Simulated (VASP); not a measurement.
# TiB2 (P6/mmm) in VASP: settings compared

TiB2 is run at these levels: PBEsol, PBEsol+D3(BJ); tasks: single point.

All numbers are computed with VASP 6.6.1; they aren't measurements. Logs are shortened: lines on timing, memory, paths and dates and some standing lists are left out, and cuts for length are marked.

## 1. The cell of the first run

It takes space group P6/mmm (No. 191, hexagonal). Conventional cell: a = 3.010 Å, b = 3.010 Å, c = 3.179 Å, α = 90.00°, β = 90.00°, γ = 120.00°. Within 3.2 Å of Ti (site symmetry 6/mmm) lie 12 B at 2.36 Å and 8 Ti at 3.01 to 3.18 Å. B (site symmetry -6m2) has 3 B at 1.74 Å and 6 Ti at 2.36 Å within 2.4 Å.

## 2. Single point, PBEsol

INCAR

```
PREC = Accurate
ENCUT = 520
EDIFF = 1E-6
ISMEAR = -1
SIGMA = 0.05
LREAL = F
LASPH = T
NELM = 100
ALGO = Normal
ISIF = 2
LWAVE = F
LCHARG = T
GGA = PS
LELF = T
LVHAR = T
NBANDS = 16
```

KPOINTS

```
regular mesh
0
Gamma
  10 10 8
```

POSCAR

```
TiB2
1.0
    3.0099859259      0.0000000000      0.0000000000
   -1.5049929629      2.6067242768      0.0000000000
    0.0000000000      0.0000000000      3.1791025425
Ti B
1 2
Direct
    0.0000000000      0.0000000000      0.0000000000
    0.6666666667      0.3333333333      0.5000000000
    0.3333333333      0.6666666667      0.5000000000
```

Potentials or basis: VASP PAW PBE potentials, release 64 (Ti_sv, B).

Command:

```bash
cat potpaw_PBE.64/Ti_sv/POTCAR potpaw_PBE.64/B/POTCAR > POTCAR
mpirun -np 1 vasp_std > vasp.out
```

OUTCAR:

```text
PREC = Accurate
   ENCUT = 520
   EDIFF = 1E-6
   ISMEAR = -1
   LREAL = F
   LASPH = T
   NELM = 100
   ISIF = 2
   GGA = PS

 ion  position               nearest neighbor table
   1  0.000  0.000  0.000-   2 2.36   3 2.36   2 2.36   3 2.36   3 2.36   3 2.36   2 2.36   2 2.36
                             2 2.36   2 2.36   3 2.36   3 2.36
   2  0.667  0.333  0.500-   3 1.74   3 1.74   3 1.74   1 2.36   1 2.36   1 2.36   1 2.36   1 2.36
                             1 2.36
   3  0.333  0.667  0.500-   2 1.74   2 1.74   2 1.74   1 2.36   1 2.36   1 2.36   1 2.36   1 2.36
                             1 2.36

  LATTYP: Found a hexagonal cell.
 ALAT       =     3.0099859259
 C/A-ratio  =     1.0561851852

  Lattice vectors:

 A1 = (   3.0099859259,   0.0000000000,   0.0000000000)
 A2 = (  -1.5049929629,   2.6067242768,   0.0000000000)
 A3 = (   0.0000000000,   0.0000000000,   3.1791025425)

Analysis of symmetry for initial positions (statically):
=====================================================================
 Subroutine PRICEL returns:
 Original cell was already a primitive cell.

 Routine SETGRP: Setting up the symmetry group for a
 hexagonal supercell.

 Subroutine GETGRP returns: Found 24 space group operations
 (whereof 24 operations were pure point group operations)
 out of a pool of 24 trial point group operations.

The static configuration has the point symmetry D_6h.

Analysis of symmetry for dynamics (positions and initial velocities):
=====================================================================
 Subroutine PRICEL returns:
 Original cell was already a primitive cell.

 Routine SETGRP: Setting up the symmetry group for a
 hexagonal supercell.

 Subroutine GETGRP returns: Found 24 space group operations
 (whereof 24 operations were pure point group operations)
 out of a pool of 24 trial point group operations.

The dynamic configuration has the point symmetry D_6h.

 Subroutine INISYM returns: Found 24 space group operations
 (whereof 24 operations are pure point group operations),
 and found     1 'primitive' translations

----------------------------------------------------------------------------------------

                                     Primitive cell

  volume of cell :      24.9439

  direct lattice vectors                    reciprocal lattice vectors
     3.009985926  0.000000000  0.000000000     0.332227467  0.191811618  0.000000000
    -1.504992963  2.606724277  0.000000000     0.000000000  0.383623235  0.000000000
     0.000000000  0.000000000  3.179102542     0.000000000  0.000000000  0.314554182

  length of vectors
     3.009985926  3.009985926  3.179102542     0.383623235  0.383623235  0.314554182

  position of ions in fractional coordinates (direct lattice)
     0.000000000  0.000000000  0.000000000
     0.666666667  0.333333333  0.500000000
     0.333333333  0.666666667  0.500000000

  ion indices of the primitive-cell ions
   primitive index   ion index
                 1           1
                 2           2
                 3           3

----------------------------------------------------------------------------------------

 KPOINTS: regular mesh

Automatic generation of k-mesh.
 Grid dimensions read from file:
 generate k-points for:   10   10    8

 Generating k-lattice:

  Cartesian coordinates                     Fractional coordinates (reciprocal lattice)
     0.033222747  0.019181162  0.000000000     0.100000000  0.000000000  0.000000000
     0.000000000  0.038362324  0.000000000     0.000000000  0.100000000  0.000000000
     0.000000000  0.000000000  0.039319273     0.000000000  0.000000000  0.125000000

  Length of vectors
     0.038362324  0.038362324  0.039319273

  Shift w.r.t. Gamma in fractional coordinates (k-lattice)
     0.000000000  0.000000000  0.000000000

 Subroutine IBZKPT returns following result:
 ===========================================

 Found     70 irreducible k-points:

 Following reciprocal coordinates:
            Coordinates               Weight
  0.000000  0.000000  0.000000      1.000000
  0.100000  0.000000  0.000000      6.000000
  0.200000  0.000000  0.000000      6.000000
  0.300000  0.000000  0.000000      6.000000
  0.400000  0.000000  0.000000      6.000000
  0.500000  0.000000  0.000000      3.000000
[... 16 lines left out ...]
  0.300000  0.100000  0.125000     24.000000
  0.400000  0.100000  0.125000     24.000000
 [... further k-points ...]
   k-points           NKPTS =     70   k-points in BZ     NKDIM =     70   number of bands    NBANDS=     16
   number of dos      NEDOS =    301   number of ions     NIONS =      3
   total plane-waves  NPLWV =  13824
   dimension x,y,z NGX =    24 NGY =   24 NGZ =   24
   dimension x,y,z NGXF=    48 NGYF=   48 NGZF=   48
   ions per type =               1   2
   NGX,Y,Z   is equivalent  to a cutoff of  13.26, 13.26, 12.55 a.u.
   NGXF,Y,Z  is equivalent  to a cutoff of  26.51, 26.51, 25.10 a.u.
 SYSTEM =  unknown system
   PREC   = accura    normal or accurate (medium, high low for compatibility)
   ISTART =      0    job   : 0-new  1-cont  2-samecut
   ICHARG =      2    charge: 1-file 2-atom 10-const
   ISPIN  =      1    spin polarized calculation?
   LNONCOLLINEAR =      F non collinear calculations
   LSORBIT =      F    spin-orbit coupling
   LASPH  =      T    aspherical Exc in radial PAW
   ENCUT  =  520.0 eV  38.22 Ry    6.18 a.u.   5.60  5.60  5.91*2*pi/ulx,y,z
   NELM   =    100;   NELMIN=  2; NELMDL= -5     # of ELM steps
   EDIFF  = 0.1E-05   stopping-criterion for ELM
   LREAL  =      F    real-space projection
   EDIFFG = 0.1E-04   stopping-criterion for IOM
   NSW    =      0    number of steps for IOM
   IBRION =     -1    ionic relax: 0-MD 1-quasi-New 2-CG
   NFREE  =      0    steps in history (QN), initial steepest desc. (CG)
   ISIF   =      2    stress and relaxation
   ISYM   =      2    0-nonsym 1-usesym 2-fastsym
   POTIM  = 0.5000    time-step for ionic-motion
   TEBEG  =    0.0;   TEEND  =   0.0 temperature during run
   PSTRESS=    0.0 pullay stress
   NELECT =      18.0000    total number of electrons
   NUPDOWN=      -1.0000    fix difference up-down
   EMIN   =  10.00;   EMAX   =-10.00  energy-range for DOS
   EFERMI =   0.00;   METHOD = LEGACY
   ISMEAR =    -1;   SIGMA  =   0.05  broadening in eV -4-tet -1-fermi 0-gaus
   EFERMI_NEDOS =   21; number of points for ismear=-14 and -15
   IALGO  =     38    algorithm
   IMIX   =      4    mixing-type and parameters
     AMIX     =   0.40;   BMIX     =  1.00
     AMIX_MAG =   1.60;   BMIX_MAG =  1.00
  volume/ion in A,a.u.               =       8.31        56.11
  Fermi-wavevector in a.u.,A,eV,Ry     =   1.468400  2.774873 29.336852  2.156198
  Thomas-Fermi vector in A             =   2.583902
   LORBIT       =      0    0 simple, 1 ext, 2 COOP (PROOUT), +10 PAW based schemes
   GGA     = PS    functional components
   LHFCALC =     F    Hartree Fock is set to
   AEXX    =    0.0000 exact exchange contribution
   IVDW    =     0    specifies the selected vdW correction
   LEPSILON=     F    determine dielectric tensor
   LRPA    =     F    only Hartree local field effects (RPA)
 non-spin polarized calculation
  energy-cutoff  :      520.00
  volume of cell :       24.94
 maximum number of plane-waves:       696
 NGX is ok and might be reduce to    24
   NGX = 11   NGY = 11   NGZ = 11

 number of electron      17.9999998 magnetization

 Free energy of the ion-electron system (eV)
  ---------------------------------------------------
  ext. energy  EPLUGINS =         0.00000000
  ---------------------------------------------------
  free energy    TOTEN  =       -25.78466984 eV

  energy without entropy =      -25.77794120  energy(sigma->0) =      -25.78130552

 E-fermi :  10.1401     XC(G=0): -13.0097

 val. band max:       10.1368126288   @ k =   0.3000   0.2000   0.0000
 cond. band min:      10.1637734473   @ k =   0.4000   0.2000   0.0000
 fundamental gap:      0.0269608185
 Fermi energy:        10.1400856692

 k-point     1 :       0.0000    0.0000    0.0000
  band No.  band energies     occupation
      1     -46.4027      2.00000
      2     -22.8556      2.00000
      3     -22.5400      2.00000
      4     -22.5400      2.00000
      5      -3.3912      2.00000
      6       7.5033      2.00000
[... 8 lines left out ...]
     15      16.0404      0.00000
     16      17.2910      0.00000

 k-point     2 :       0.1000    0.0000    0.0000
  band No.  band energies     occupation
      1     -46.3969      2.00000
      2     -22.8483      2.00000
      3     -22.5840      2.00000
      4     -22.5499      2.00000
      5      -3.1953      2.00000
      6       6.9651      2.00000
[... 8 lines left out ...]
     15      17.1823      0.00000
     16      17.9067      0.00000

 k-point     3 :       0.2000    0.0000    0.0000
  band No.  band energies     occupation
      1     -46.3816      2.00000
      2     -22.8292      2.00000
      3     -22.6977      2.00000
      4     -22.5758      2.00000
      5      -2.6248      2.00000
      6       5.6582      2.00000
[... 8 lines left out ...]
     15      18.2672      0.00000
     16      19.3377      0.00000

 k-point     4 :       0.3000    0.0000    0.0000
  band No.  band energies     occupation
      1     -46.3627      2.00000
      2     -22.8355      2.00000
      3     -22.8054      2.00000
      4     -22.6076      2.00000
      5      -1.7240      2.00000
      6       4.0551      2.00000
[... 8 lines left out ...]
     15      17.8386      0.00000
     16      19.6279      0.00000
[... 324 lines left out ...]
 k-point    22 :       0.2000    0.1000    0.1250
  band No.  band energies     occupation
      1     -46.3666      2.00000
      2     -22.8474      2.00000
      3     -22.7725      2.00000
      4     -22.6042      2.00000
      5      -1.9078      2.00000
      6       4.8919      2.00000
[... 8 lines left out ...]
     15      18.5342      0.00000
     16      19.8273      0.00000

 k-point    23 :       0.3000    0.1000    0.1250
  band No.  band energies     occupation
      1     -46.3495      2.00000
      2     -22.8880      2.00000
      3     -22.8239      2.00000
      4     -22.6408      2.00000
      5      -0.9088      2.00000
      6       3.3179      2.00000
[... 8 lines left out ...]
     15      18.8303      0.00000
     16      20.2708      0.00000

 k-point    24 :       0.4000    0.1000    0.1250
  band No.  band energies     occupation
      1     -46.3389      2.00000
      2     -22.9576      2.00000
      3     -22.8100      2.00000
      4     -22.6633      2.00000
      5       0.3297      2.00000
      6       1.7630      2.00000
[... 8 lines left out ...]
     15      19.1468      0.00000
     16      20.0322      0.00000

 [... further k-points ...]

------------------------ aborting loop because EDIFF is reached ----------------------------------------

  FORCE on cell =-STRESS in cart. coord.  units (eV):
  Direction    XX          YY          ZZ          XY          YZ          ZX
  --------------------------------------------------------------------------------------
  -------------------------------------------------------------------------------------
  Total        0.3816647      0.3816647      0.3623336      0.0000000     -0.0000000     -0.0000000
  in kB       24.5148039     24.5148039     23.2731483      0.0000000     -0.0000000     -0.0000000
  external PRESSURE =      24.1009187 kB  Pullay stress =       0.0000000 kB

 VOLUME and BASIS-vectors are now :
 -----------------------------------------------------------------------------
  energy-cutoff  :      520.00
  volume of cell :       24.94
      direct lattice vectors                 reciprocal lattice vectors
     3.009985926  0.000000000  0.000000000     0.332227467  0.191811618  0.000000000
    -1.504992963  2.606724277  0.000000000     0.000000000  0.383623235  0.000000000
     0.000000000  0.000000000  3.179102542     0.000000000  0.000000000  0.314554182

 POSITION                                       TOTAL-FORCE (eV/Angst)
 -----------------------------------------------------------------------------------
      0.00000      0.00000      0.00000        -0.000000     -0.000000      0.000000
      1.50499      0.86891      1.58955        -0.000000      0.000000      0.000000
     -0.00000      1.73782      1.58955         0.000000     -0.000000     -0.000000
 -----------------------------------------------------------------------------------
    total drift:                               -0.000000      0.000000      0.000000

  FREE ENERGIE OF THE ION-ELECTRON SYSTEM (eV)
  ---------------------------------------------------
  free  energy   TOTEN  =       -25.7846698405 eV

  energy  without entropy=      -25.7779412045  energy(sigma->0) =      -25.78130552
```

Run time: 32 s. Hardware: 1 thread of Intel Xeon 8259CL, shared host; peak memory 0.15 GiB.

Results:

```
Free energy            : -25.7847 eV
Pressure               : 2.4 GPa
Band gap on the k mesh : zero (bands 9 and 10 overlap by 0.72 eV)
```

Caveat: the PAW data sets were made with another functional, which shifts forces and pressure a little.

## 3. Single point, PBEsol+D3(BJ)

This run uses another cell than the first one, of 8.55 Å³/atom.

INCAR

```
  PREC = Accurate
  ENCUT = 520
  EDIFF = 1E-7
  ISMEAR = -1
  SIGMA = 0.05
  LREAL = F
  LASPH = T
  NELM = 80
  ALGO = Normal
  ISIF = 2
  LWAVE = F
  LCHARG = F
  GGA = PS
  IVDW = 12
  NBANDS = 16
```

KPOINTS

```
Automatic mesh
0
Gamma
  10 10 8
```

POSCAR

```
TiB2
1.0
    3.0292000000      0.0000000000      0.0000000000
   -1.5146000000      2.6233641531      0.0000000000
    0.0000000000      0.0000000000      3.2284000000
Ti B
1 2
Direct
    0.0000000000      0.0000000000      0.0000000000
    0.6666666667      0.3333333333      0.5000000000
    0.3333333333      0.6666666667      0.5000000000
```

Potentials or basis: VASP PAW PBE potentials, release 64 (Ti_sv, B).

Command:

```bash
cat potpaw_PBE.64/Ti_sv/POTCAR potpaw_PBE.64/B/POTCAR > POTCAR
mpirun -np 1 vasp_std > vasp.out
```

It took 33 s on 1 thread of Intel Xeon 8259CL, shared host; peak memory 0.17 GiB.

It converged, with:

```
Free energy                : -26.8842 eV
Pressure                   : -11.7 GPa
Band gap on the k mesh     : zero (bands 9 and 10 overlap by 0.56 eV)
Dispersion energy per atom : -0.369 eV
```

Stress tensor (GPa, compression positive):
```
-10.95   0.00   0.00
  0.00 -10.95   0.00
  0.00   0.00 -13.30
```

Levels at points of the mesh, in eV from the Fermi level:
```tsv
k point	band 7	band 8	band 9	band 10	band 11	band 12
(0.00, 0.00, 0.00)	-2.52	-2.24	-2.08	1.96	1.96	3.75
(0.50, 0.00, 0.00)	-3.17	-3.16	-2.22	1.40	2.82	3.30
(0.00, 0.00, 0.50)	-0.45	-0.45	-0.12	-0.12	0.49	0.49
(0.50, 0.00, 0.50)	-4.56	-3.77	-3.06	2.55	3.00	4.57
```

Caveat: three body term missing; the cell stands under tension; the PAW data sets were made with another functional, which shifts forces and pressure a little.
